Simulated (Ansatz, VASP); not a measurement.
One calculation of CaO, two programs

INCAR

```
  PREC = Accurate
  ENCUT = 520
  EDIFF = 1E-6
  ISMEAR = 0
  SIGMA = 0.05
  LREAL = F
  LASPH = T
  NELM = 100
  ALGO = Normal
  ISIF = 2
  LWAVE = F
  LCHARG = F
  GGA = PS
  NBANDS = 15
```

KPOINTS

```
regular mesh
0
Gamma
  12 12 12
```

POSCAR

```
CaO
1.0
    0.0000000000      2.4154225699      2.4154225699
    2.4154225699      0.0000000000      2.4154225699
    2.4154225699      2.4154225699      0.0000000000
Ca O
1 1
Direct
    0.5000000000      0.5000000000      0.5000000000
    0.0000000000      0.0000000000      0.0000000000
```

Input for Ansatz:

```yaml
crystal:
  lattice:
    - [0.0, 2.4154225699, 2.4154225699]
    - [2.4154225699, 0.0, 2.4154225699]
    - [2.4154225699, 2.4154225699, 0.0]
  atoms:
    - { symbol: Ca, position: [0.5, 0.5, 0.5] }
    - { symbol: O, position: [0.0, 0.0, 0.0] }
basis:
  ecutwfc: 420
  ecutrho_ratio: 4
kpoints:
  mp_grid: { grid: [12, 12, 12] }
hamiltonian:
  xc: pbesol
scf:
  occupations: { method: gaussian, width: 0.05 }
output:
  forces: true
  stress: true
```

Alike in both runs: task single point; functional PBEsol; k mesh 12 × 12 × 12; occupations gaussian, width 0.05 eV; no spin polarisation.

|  | VASP | Ansatz |
| --- | --- | --- |
| version | VASP 6.6.1 | Ansatz 0.2.0 |
| potentials or method | VASP PAW PBE potentials, release 64 (Ca_sv, O), cutoff 520 eV | scalar-relativistic, plane waves, PAW |
| valence electrons in the cell | 16 | 16 |

|  | VASP | Ansatz | Ansatz less VASP |
| --- | --- | --- | --- |
| pressure (GPa) | -3.7 | -4.2 | -0.54 |

VASP's potentials were made for PBE, not for PBEsol.
